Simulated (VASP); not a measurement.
# C in VASP: notebook

Runs on C. Level: PBEsol. Tasks: single point, relaxation of cell and atoms.

Everything below comes from runs of VASP 6.6.1. Logs are shortened: lines on timing, memory, paths and dates and some standing lists are left out, and cuts for length are marked.

## Step 1: The cell of the first run

Symmetry: Fmmm, No. 69, orthorhombic system. Conventional cell: a = 2.459 Å, b = 4.259 Å, c = 7.533 Å, α = 90.00°, β = 90.00°, γ = 90.00°. Within 1.9 Å of C (site symmetry m2m) lie 3 C at 1.42 Å.

## Step 2: Single point, PBEsol (9.86 Å³/atom)

Contents of INCAR:

```
ALGO     = Normal         # electronic algorithm
EDIFF    = 1E-6           # SCF threshold, eV
ENCUT    = 520            # plane-wave cutoff, eV
GGA      = PS             # functional
ISIF     = 2              # what is computed and relaxed
ISMEAR   = -1             # smearing method
LASPH    = True           # aspherical terms in the spheres
LCHARG   = False          # write CHGCAR
LREAL    = False          # projectors in reciprocal space
LWAVE    = False          # write WAVECAR
NBANDS   = 16             # bands
NELM     = 60             # most SCF steps
PREC     = Accurate       # precision mode
SIGMA    = 0.15           # smearing width, eV
```

Contents of KPOINTS:

```
k-points
0
Gamma
  18 18 6
```

Contents of POSCAR:

```
C
1.0
    1.2296607748     -2.1295112521      0.0000000000
    1.2296607748      2.1295112521      0.0000000000
    0.0000000000      0.0000000000      7.5331315789
C
4
Direct
    0.0833275321      0.9166724679      0.7500000000
    0.5833275321      0.4166724679      0.2500000000
    0.9166724679      0.0833275321      0.2500000000
    0.4166724679      0.5833275321      0.7500000000
```

Potentials or basis: VASP PAW PBE potentials, release 64 (C).

Launch:

```sh
$ cat potpaw_PBE.64/C/POTCAR > POTCAR
$ mpirun -np 1 vasp_std > vasp.out
```

OUTCAR:

```text
EDIFF = 1E-6
   ENCUT = 520
   GGA = PS
   ISIF = 2
   ISMEAR = -1
   LASPH = True
   LREAL = False
   NELM = 60
   PREC = Accurate

 ion  position               nearest neighbor table
   1  0.083  0.917  0.750-   4 1.42   4 1.42   4 1.42
   2  0.583  0.417  0.250-   3 1.42   3 1.42   3 1.42
   3  0.917  0.083  0.250-   2 1.42   2 1.42   2 1.42
   4  0.417  0.583  0.750-   1 1.42   1 1.42   1 1.42

  LATTYP: Found a base centered orthorhombic cell.
 ALAT       =     2.4593215496
 B/A-ratio  =     1.7317875757
 C/A-ratio  =     3.0630933886

  Lattice vectors:

 A1 = (   1.2296607748,  -2.1295112521,   0.0000000000)
 A2 = (   1.2296607748,   2.1295112521,   0.0000000000)
 A3 = (   0.0000000000,   0.0000000000,   7.5331315789)

Analysis of symmetry for initial positions (statically):
=====================================================================
 Subroutine PRICEL returns following result:

  LATTYP: Found a face centered orthorhombic cell.
 ALAT       =     2.4593215496
 B/A-ratio  =     1.7317875757
 C/A-ratio  =     3.0630933886

  Lattice vectors:

 A1 = (   0.0000000000,  -2.1295112521,  -3.7665657895)
 A2 = (   1.2296607748,   0.0000000000,  -3.7665657895)
 A3 = (   1.2296607748,  -2.1295112521,   0.0000000000)

   2 primitive cells build up your supercell.

 Routine SETGRP: Setting up the symmetry group for a
 base centered orthorhombic supercell.

 Subroutine GETGRP returns: Found  8 space group operations
 (whereof  4 operations were pure point group operations)
 out of a pool of  8 trial point group operations.

The static configuration has the point symmetry C_2h.
 The point group associated with its full space group is D_2h.

Analysis of symmetry for dynamics (positions and initial velocities):
=====================================================================
 Subroutine PRICEL returns following result:

  LATTYP: Found a face centered orthorhombic cell.
 ALAT       =     2.4593215496
 B/A-ratio  =     1.7317875757
 C/A-ratio  =     3.0630933886

  Lattice vectors:

 A1 = (   0.0000000000,  -2.1295112521,  -3.7665657895)
 A2 = (   1.2296607748,   0.0000000000,  -3.7665657895)
 A3 = (   1.2296607748,  -2.1295112521,   0.0000000000)

   2 primitive cells build up your supercell.

 Routine SETGRP: Setting up the symmetry group for a
 base centered orthorhombic supercell.

 Subroutine GETGRP returns: Found  8 space group operations
 (whereof  4 operations were pure point group operations)
 out of a pool of  8 trial point group operations.

The dynamic configuration has the point symmetry C_2h.
 The point group associated with its full space group is D_2h.

 Subroutine INISYM returns: Found  8 space group operations
 (whereof  4 operations are pure point group operations),
 and found     2 'primitive' translations

----------------------------------------------------------------------------------------

                                     Primitive cell

  volume of cell :      19.7261

  direct lattice vectors                    reciprocal lattice vectors
     0.000000000 -2.129511252 -3.766565789    -0.406616207 -0.234795660 -0.132746918
     1.229660775  0.000000000 -3.766565789     0.406616207  0.234795660 -0.132746918
     1.229660775 -2.129511252  0.000000000     0.406616207 -0.234795660  0.132746918

  length of vectors
     4.326873700  3.962206894  2.459041235     0.487942093  0.487942093  0.487942093

  position of ions in fractional coordinates (direct lattice)
     0.333327532  0.166672468  0.833327532
     0.666672468  0.833327532  0.166672468

  ion indices of the primitive-cell ions
   primitive index   ion index
                 1           1
                 2           4

----------------------------------------------------------------------------------------

 KPOINTS: k-points

Automatic generation of k-mesh.
 Grid dimensions read from file:
 generate k-points for:   18   18    6

 Generating k-lattice:

  Cartesian coordinates                     Fractional coordinates (reciprocal lattice)
     0.022589789 -0.013044203  0.000000000     0.055555556  0.000000000  0.000000000
     0.022589789  0.013044203  0.000000000     0.000000000  0.055555556  0.000000000
     0.000000000  0.000000000  0.022124486     0.000000000  0.000000000  0.166666667

  Length of vectors
     0.026085433  0.026085433  0.022124486

  Shift w.r.t. Gamma in fractional coordinates (k-lattice)
     0.000000000  0.000000000  0.000000000

 Subroutine IBZKPT returns following result:
 ===========================================

 Found    364 irreducible k-points:

 Following reciprocal coordinates:
            Coordinates               Weight
  0.000000  0.000000  0.000000      1.000000
  0.055556  0.000000  0.000000      4.000000
  0.111111  0.000000  0.000000      4.000000
  0.166667  0.000000  0.000000      4.000000
  0.222222  0.000000  0.000000      4.000000
  0.277778 -0.000000  0.000000      4.000000
[... 16 lines left out ...]
 -0.277778  0.055556  0.000000      4.000000
 -0.222222  0.055556  0.000000      4.000000
 [... further k-points ...]
   k-points           NKPTS =    364   k-points in BZ     NKDIM =    364   number of bands    NBANDS=     16
   number of dos      NEDOS =    301   number of ions     NIONS =      4
   total plane-waves  NPLWV =  18144
   dimension x,y,z NGX =    18 NGY =   18 NGZ =   56
   dimension x,y,z NGXF=    36 NGYF=   36 NGZF=  112
   ions per type =               4
   NGX,Y,Z   is equivalent  to a cutoff of  12.17, 12.17, 12.36 a.u.
   NGXF,Y,Z  is equivalent  to a cutoff of  24.34, 24.34, 24.72 a.u.
 SYSTEM =  unknown system
   PREC   = accura    normal or accurate (medium, high low for compatibility)
   ISTART =      0    job   : 0-new  1-cont  2-samecut
   ICHARG =      2    charge: 1-file 2-atom 10-const
   ISPIN  =      1    spin polarized calculation?
   LNONCOLLINEAR =      F non collinear calculations
   LSORBIT =      F    spin-orbit coupling
   LASPH  =      T    aspherical Exc in radial PAW
   ENCUT  =  520.0 eV  38.22 Ry    6.18 a.u.   4.57  4.57 14.01*2*pi/ulx,y,z
   NELM   =     60;   NELMIN=  2; NELMDL= -5     # of ELM steps
   EDIFF  = 0.1E-05   stopping-criterion for ELM
   LREAL  =      F    real-space projection
   EDIFFG = 0.1E-04   stopping-criterion for IOM
   NSW    =      0    number of steps for IOM
   IBRION =     -1    ionic relax: 0-MD 1-quasi-New 2-CG
   NFREE  =      0    steps in history (QN), initial steepest desc. (CG)
   ISIF   =      2    stress and relaxation
   ISYM   =      2    0-nonsym 1-usesym 2-fastsym
   POTIM  = 0.5000    time-step for ionic-motion
   TEBEG  =    0.0;   TEEND  =   0.0 temperature during run
   PSTRESS=    0.0 pullay stress
   NELECT =      16.0000    total number of electrons
   NUPDOWN=      -1.0000    fix difference up-down
   EMIN   =  10.00;   EMAX   =-10.00  energy-range for DOS
   EFERMI =   0.00;   METHOD = LEGACY
   ISMEAR =    -1;   SIGMA  =   0.15  broadening in eV -4-tet -1-fermi 0-gaus
   EFERMI_NEDOS =   21; number of points for ismear=-14 and -15
   IALGO  =     38    algorithm
   IMIX   =      4    mixing-type and parameters
     AMIX     =   0.40;   BMIX     =  1.00
     AMIX_MAG =   1.60;   BMIX_MAG =  1.00
  volume/ion in A,a.u.               =       9.86        66.56
  Fermi-wavevector in a.u.,A,eV,Ry     =   1.211782  2.289936 19.979013  1.468416
  Thomas-Fermi vector in A             =   2.347287
   LORBIT       =      0    0 simple, 1 ext, 2 COOP (PROOUT), +10 PAW based schemes
   GGA     = PS    functional components
   LHFCALC =     F    Hartree Fock is set to
   AEXX    =    0.0000 exact exchange contribution
   IVDW    =     0    specifies the selected vdW correction
   LEPSILON=     F    determine dielectric tensor
   LRPA    =     F    only Hartree local field effects (RPA)
 non-spin polarized calculation
  energy-cutoff  :      520.00
  volume of cell :       39.45
 maximum number of plane-waves:      1084
   NGX =  9   NGY =  9   NGZ = 29

 number of electron      15.9999994 magnetization

 Free energy of the ion-electron system (eV)
  ---------------------------------------------------
  ext. energy  EPLUGINS =         0.00000000
  ---------------------------------------------------
  free energy    TOTEN  =       -38.58015427 eV

  energy without entropy =      -38.57475331  energy(sigma->0) =      -38.57745379

 E-fermi :   3.6898     XC(G=0):  -9.7381

 val. band max:        3.6887659319   @ k =   0.3333   0.3333   0.5000
 cond. band min:       3.7423928893   @ k =   0.3333   0.3333   0.3333
 fundamental gap:      0.0536269574
 Fermi energy:         3.6898134688

 k-point     1 :       0.0000    0.0000    0.0000
  band No.  band energies     occupation
      1     -15.9102      2.00000
      2     -15.7920      2.00000
      3      -4.5245      2.00000
      4      -3.4559      2.00000
      5       0.6904      2.00000
      6       0.6956      2.00000
[... 8 lines left out ...]
     15      15.2222      0.00000
     16      15.2754      0.00000

 k-point     2 :       0.0556    0.0000    0.0000
  band No.  band energies     occupation
      1     -15.8366      2.00000
      2     -15.7190      2.00000
      3      -4.4349      2.00000
      4      -3.3699      2.00000
      5       0.3929      2.00000
      6       0.4018      2.00000
[... 8 lines left out ...]
     15      14.9556      0.00000
     16      15.0253      0.00000

 k-point     3 :       0.1111    0.0000    0.0000
  band No.  band energies     occupation
      1     -15.6159      2.00000
      2     -15.5002      2.00000
      3      -4.1671      2.00000
      4      -3.1129      2.00000
      5      -0.4299      2.00000
      6      -0.4156      2.00000
[... 8 lines left out ...]
     15      14.1973      0.00000
     16      14.3173      0.00000
[... 362 lines left out ...]
 k-point    23 :      -0.2778    0.0556    0.0000
  band No.  band energies     occupation
      1     -14.3762      2.00000
      2     -14.2706      2.00000
      3      -3.7315      2.00000
      4      -3.6996      2.00000
      5      -2.6782      2.00000
      6      -1.6932      2.00000
[... 8 lines left out ...]
     15      16.6089      0.00000
     16      16.7289      0.00000

 k-point    24 :      -0.2222    0.0556    0.0000
  band No.  band energies     occupation
      1     -14.9572      2.00000
      2     -14.8469      2.00000
      3      -3.3723      2.00000
      4      -2.3524      2.00000
      5      -2.3283      2.00000
      6      -2.3065      2.00000
[... 8 lines left out ...]
     15      15.1009      0.00000
     16      15.1560      0.00000

 [... further k-points ...]
[... 5 lines left out ...]
  --------------------------------------------------------------------------------------
  -------------------------------------------------------------------------------------
  Total        0.2053909      0.2052817     -0.0418516      0.0000000      0.0000000      0.0000000
  in kB        8.3410550      8.3366190     -1.6996180      0.0000000      0.0000000      0.0000000
  external PRESSURE =       4.9926853 kB  Pullay stress =       0.0000000 kB

 VOLUME and BASIS-vectors are now :
 -----------------------------------------------------------------------------
  energy-cutoff  :      520.00
  volume of cell :       39.45
      direct lattice vectors                 reciprocal lattice vectors
     1.229660775 -2.129511252  0.000000000     0.406616207 -0.234795660  0.000000000
     1.229660775  2.129511252  0.000000000     0.406616207  0.234795660  0.000000000
     0.000000000  0.000000000  7.533131579     0.000000000  0.000000000  0.132746918

 POSITION                                       TOTAL-FORCE (eV/Angst)
 -----------------------------------------------------------------------------------
      1.22966      1.77462      5.64985         0.000000     -0.000023      0.000000
      1.22966     -0.35489      1.88328         0.000000     -0.000023     -0.000000
      1.22966     -1.77462      1.88328         0.000000      0.000023      0.000000
      1.22966      0.35489      5.64985         0.000000      0.000023     -0.000000
 -----------------------------------------------------------------------------------
    total drift:                                0.000000     -0.000000      0.000000

  FREE ENERGIE OF THE ION-ELECTRON SYSTEM (eV)
  ---------------------------------------------------
  free  energy   TOTEN  =       -38.5801542694 eV

  energy  without entropy=      -38.5747533051  energy(sigma->0) =      -38.57745379
```

It took 80 s on 1 thread of Intel Xeon 6975P-C (Granite Rapids), shared host; peak memory 0.27 GiB.

Results:

| Property | Result |
| --- | --- |
| Free energy | -38.5802 eV |
| Pressure | 0.5 GPa |
| Band gap on the k mesh | zero (filled and empty bands touch) |

Caveat: this functional lacks dispersion, which binds layers or chains, so the pressure and a relaxed spacing across them are unreliable; the PAW data sets were made with another functional, which shifts forces and pressure a little.

(Part 1 of 2 ends here.)

The gap in the log of VASP goes by the Fermi energy; the results here count the filled bands.